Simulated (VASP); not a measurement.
Runs of VASP 6.6.1 on TePb. The structure is cubic, space group Fm-3m (No. 225). The conventional cell has a = 6.462 Å, b = 6.462 Å, c = 6.462 Å, α = 90.00°, β = 90.00°, γ = 90.00°. Te (site symmetry m-3m) has 6 Pb at 3.23 Å within 4.3 Å. Within 4.3 Å of Pb (site symmetry m-3m) lie 6 Te at 3.23 Å. 

| level | gap on the mesh (eV) | pressure (GPa) |
| --- | --- | --- |
| r2SCAN | (a) | 1.5 |
| RPBE | 0.80 | (b) |
| BLYP | (c) | 5.5 |
| PBEsol | 0.67 | -0.4 |

Alike in all rows: task single point; potentials or basis VASP PAW PBE potentials, release 64 (Te, Pb_d); no spin polarisation; cell as given; k mesh 6 × 6 × 6; cutoff (eV) 520; smearing gaussian 0.01 eV.

Task: Fill in the values left out.

Result: (a) 1.02; (b) 3.6; (c) 0.81.

Caveats: the PAW data sets were made with another functional, which shifts forces and pressure a little; spin-orbit coupling is left out, which moves the levels of the heavy elements.

A k mesh can miss the band edges, and the runs leave out spin-orbit coupling on Pb, Te.
